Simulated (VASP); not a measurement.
# BP in VASP: further runs

BP is run at these levels: PBE; tasks: single point.

Program: VASP 6.6.1. These are calculated values, not measurements. Logs are shortened: lines on timing, memory, paths and dates and some standing lists are left out, and cuts for length are marked.

## 1. The cell of the first run

Symmetry: F-43m, No. 216, cubic system. Conventional cell: a = 4.568 Å, b = 4.568 Å, c = 4.568 Å, α = 90.00°, β = 90.00°, γ = 90.00°. Within 2.6 Å of B (site symmetry -43m) lie 4 P at 1.98 Å. Within 2.6 Å of P (site symmetry -43m) lie 4 B at 1.98 Å.

## 2. Single point, PBE (volume scaled by 1.02)

File INCAR:

```
SYSTEM = BP
PREC = Accurate ; ENCUT = 520
EDIFF = 1E-6 ; ISMEAR = -1
SIGMA = 0.05 ; LREAL = .FALSE.
LASPH = .TRUE. ; NELM = 60
ALGO = Normal ; ISIF = 2
LWAVE = .FALSE. ; LCHARG = .FALSE.
GGA = PE ; NBANDS = 11
```

File KPOINTS:

```
regular mesh
0
G
  15 15 15
  0 0 0
```

File POSCAR:

```
BP
1.0
    0.0000000000      2.2840269280      2.2840269280
    2.2840269280      0.0000000000      2.2840269280
    2.2840269280      2.2840269280      0.0000000000
B P
1 1
Direct
    0.0000000000      0.0000000000      0.0000000000
    0.7500000000      0.7500000000      0.7500000000
```

Potentials or basis: VASP PAW PBE potentials, release 64 (B, P).

On the command line:

```bash
$ cat potpaw_PBE.64/B/POTCAR potpaw_PBE.64/P/POTCAR > POTCAR
$ mpirun -np 1 vasp_std > vasp.out
```

OUTCAR:

```text
SYSTEM = BP
   PREC = Accurate
   ENCUT = 520
   EDIFF = 1E-6
   ISMEAR = -1
   LREAL = .FALSE.
   LASPH = .TRUE.
   NELM = 60
   ISIF = 2
   GGA = PE

 ion  position               nearest neighbor table
   1  0.000  0.000  0.000-   2 1.98   2 1.98   2 1.98   2 1.98
   2  0.750  0.750  0.750-   1 1.98   1 1.98   1 1.98   1 1.98

  LATTYP: Found a face centered cubic cell.
 ALAT       =     4.5680538560

  Lattice vectors:

 A1 = (   0.0000000000,   2.2840269280,   2.2840269280)
 A2 = (   2.2840269280,   0.0000000000,   2.2840269280)
 A3 = (   2.2840269280,   2.2840269280,   0.0000000000)

Analysis of symmetry for initial positions (statically):
=====================================================================
 Subroutine PRICEL returns:
 Original cell was already a primitive cell.

 Routine SETGRP: Setting up the symmetry group for a
 face centered cubic supercell.

 Subroutine GETGRP returns: Found 24 space group operations
 (whereof 24 operations were pure point group operations)
 out of a pool of 48 trial point group operations.

The static configuration has the point symmetry T_d .

Analysis of symmetry for dynamics (positions and initial velocities):
=====================================================================
 Subroutine PRICEL returns:
 Original cell was already a primitive cell.

 Routine SETGRP: Setting up the symmetry group for a
 face centered cubic supercell.

 Subroutine GETGRP returns: Found 24 space group operations
 (whereof 24 operations were pure point group operations)
 out of a pool of 48 trial point group operations.

The dynamic configuration has the point symmetry T_d .

 Subroutine INISYM returns: Found 24 space group operations
 (whereof 24 operations are pure point group operations),
 and found     1 'primitive' translations

----------------------------------------------------------------------------------------

                                     Primitive cell

  volume of cell :      23.8305

  direct lattice vectors                    reciprocal lattice vectors
     0.000000000  2.284026928  2.284026928    -0.218911605  0.218911605  0.218911605
     2.284026928  0.000000000  2.284026928     0.218911605 -0.218911605  0.218911605
     2.284026928  2.284026928  0.000000000     0.218911605  0.218911605 -0.218911605

  length of vectors
[... 87 lines left out ...]
   NFREE  =      0    steps in history (QN), initial steepest desc. (CG)
   ISIF   =      2    stress and relaxation
   ISYM   =      2    0-nonsym 1-usesym 2-fastsym
   POTIM  = 0.5000    time-step for ionic-motion
   TEBEG  =    0.0;   TEEND  =   0.0 temperature during run
   PSTRESS=    0.0 pullay stress
   NELECT =       8.0000    total number of electrons
   NUPDOWN=      -1.0000    fix difference up-down
   EMIN   =  10.00;   EMAX   =-10.00  energy-range for DOS
   EFERMI =   0.00;   METHOD = LEGACY
   ISMEAR =    -1;   SIGMA  =   0.05  broadening in eV -4-tet -1-fermi 0-gaus
   EFERMI_NEDOS =   21; number of points for ismear=-14 and -15
   IALGO  =     38    algorithm
   IMIX   =      4    mixing-type and parameters
     AMIX     =   0.40;   BMIX     =  1.00
     AMIX_MAG =   1.60;   BMIX_MAG =  1.00
  volume/ion in A,a.u.               =      11.92        80.41
  Fermi-wavevector in a.u.,A,eV,Ry     =   1.137785  2.150102 17.613492  1.294555
  Thomas-Fermi vector in A             =   2.274490
   LORBIT       =      0    0 simple, 1 ext, 2 COOP (PROOUT), +10 PAW based schemes
   GGA     = PE    functional components
   LHFCALC =     F    Hartree Fock is set to
   AEXX    =    0.0000 exact exchange contribution
   IVDW    =     0    specifies the selected vdW correction
   LEPSILON=     F    determine dielectric tensor
   LRPA    =     F    only Hartree local field effects (RPA)
 non-spin polarized calculation
  energy-cutoff  :      520.00
  volume of cell :       23.83
 maximum number of plane-waves:       656
   NGX = 13   NGY = 13   NGZ = 13

 number of electron       7.9999999 magnetization

 Free energy of the ion-electron system (eV)
  ---------------------------------------------------
  ext. energy  EPLUGINS =         0.00000000
  ---------------------------------------------------
  free energy    TOTEN  =       -12.92894627 eV

  energy without entropy =      -12.92894625  energy(sigma->0) =      -12.92894626

 E-fermi :   7.8206     XC(G=0): -10.8223

 val. band max:        7.1998254176   @ k =   0.0000   0.0000   0.0000
 cond. band min:       8.4660710764   @ k =   0.4000   0.4000   0.0000
 fundamental gap:      1.2662456588
 Fermi energy:         7.8206293065

 k-point     1 :       0.0000    0.0000    0.0000
  band No.  band energies     occupation
      1      -8.0848      2.00000
      2       7.1998      1.99999
      3       7.1998      1.99999
      4       7.1998      1.99999
      5      10.5722      0.00000
      6      10.5722      0.00000
      7      10.5722      0.00000
      8      14.2745      0.00000
      9      18.5810      0.00000
     10      19.2730      0.00000
     11      19.2730      0.00000
[... 309 lines left out ...]
 k-point    24 :       0.2000    0.1333    0.0000
  band No.  band energies     occupation
      1      -7.3798      2.00000
      2       4.6019      2.00000
      3       5.5217      2.00000
      4       5.8362      2.00000
      5       9.9036      0.00000
      6      12.7684      0.00000
      7      12.9333      0.00000
      8      14.2124      0.00000
      9      17.7601      0.00000
     10      19.7571      0.00000
     11      20.5936      0.00000

 [... further k-points ...]

------------------------ aborting loop because EDIFF is reached ----------------------------------------

  FORCE on cell =-STRESS in cart. coord.  units (eV):
  Direction    XX          YY          ZZ          XY          YZ          ZX
  --------------------------------------------------------------------------------------
  -------------------------------------------------------------------------------------
  Total       -0.3361956     -0.3361956     -0.3361956     -0.0000000     -0.0000000     -0.0000000
  in kB      -22.6031476    -22.6031476    -22.6031476     -0.0000000     -0.0000000     -0.0000000
  external PRESSURE =     -22.6031476 kB  Pullay stress =       0.0000000 kB

 VOLUME and BASIS-vectors are now :
 -----------------------------------------------------------------------------
  energy-cutoff  :      520.00
  volume of cell :       23.83
      direct lattice vectors                 reciprocal lattice vectors
     0.000000000  2.284026928  2.284026928    -0.218911605  0.218911605  0.218911605
     2.284026928  0.000000000  2.284026928     0.218911605 -0.218911605  0.218911605
     2.284026928  2.284026928  0.000000000     0.218911605  0.218911605 -0.218911605

 POSITION                                       TOTAL-FORCE (eV/Angst)
 -----------------------------------------------------------------------------------
      0.00000      0.00000      0.00000         0.000000      0.000000      0.000000
      3.42604      3.42604      3.42604        -0.000000     -0.000000     -0.000000
 -----------------------------------------------------------------------------------
    total drift:                               -0.000000     -0.000000     -0.000000

  FREE ENERGIE OF THE ION-ELECTRON SYSTEM (eV)
  ---------------------------------------------------
  free  energy   TOTEN  =       -12.9289462677 eV

  energy  without entropy=      -12.9289462492  energy(sigma->0) =      -12.92894626
```

stdout:

```text
POSCAR found type information on POSCAR B P
 POSCAR found :  2 types and       2 ions
 scaLAPACK will be used
 LDA part: xc-table for (Slater+PW92), standard interpolation
 POSCAR, INCAR and KPOINTS ok, starting setup
 FFT: planning ... GRIDC
 FFT: planning ... GRID_SOFT
 FFT: planning ... GRID
 WAVECAR not read
 entering main loop
```

Wall time 26 s (1 thread of AMD EPYC 9R45 (Zen 5), shared host); peak memory 0.11 GiB.

Results:

| Item | Value |
| --- | --- |
| Free energy | -12.9289 eV |
| Pressure | -2.3 GPa |
| Band gap on the k mesh | 1.27 eV, indirect (least direct gap 3.37 eV) |

 A k mesh can miss the band edges.

## 3. Single point, PBE (volume scaled by 1.04)

File INCAR:

```
SYSTEM = BP
PREC = Accurate
ENCUT = 520
EDIFF = 1E-6
ISMEAR = -1
SIGMA = 0.05
LREAL = .FALSE.
LASPH = .TRUE.
NELM = 100
ALGO = Normal
ISIF = 2
LWAVE = .FALSE.
LCHARG = .FALSE.
GGA = PE
NBANDS = 11
```

KPOINTS is that of step 2.

File POSCAR:

```
BP
1.0
    0.0000000000      2.2988586873      2.2988586873
    2.2988586873      0.0000000000      2.2988586873
    2.2988586873      2.2988586873      0.0000000000
B P
1 1
Direct
    0.0000000000      0.0000000000      0.0000000000
    0.7500000000      0.7500000000      0.7500000000
```

Potentials or basis: VASP PAW PBE potentials, release 64 (B, P).

On the command line:

```bash
$ cat potpaw_PBE.64/B/POTCAR potpaw_PBE.64/P/POTCAR > POTCAR
$ mpirun -np 1 vasp_std > vasp.out
```

Wall time 28 s (1 thread of AMD EPYC 9R45 (Zen 5), shared host); peak memory 0.11 GiB.

It converged, with:

| Item | Value |
| --- | --- |
| Free energy | -12.9183 eV |
| Pressure | -5.1 GPa |
| Band gap on the k mesh | 1.29 eV, indirect (least direct gap 3.35 eV) |

Levels at points of the mesh, in eV from the valence-band top:
```
           k point  band 1  band 2  band 3  band 4  band 5  band 6  band 7  band 8
(0.00, 0.00, 0.00)  -15.11    0.00    0.00    0.00    3.35    3.35    3.35    6.78
```

 A k mesh can miss the band edges.

[end of part 1 of 2]
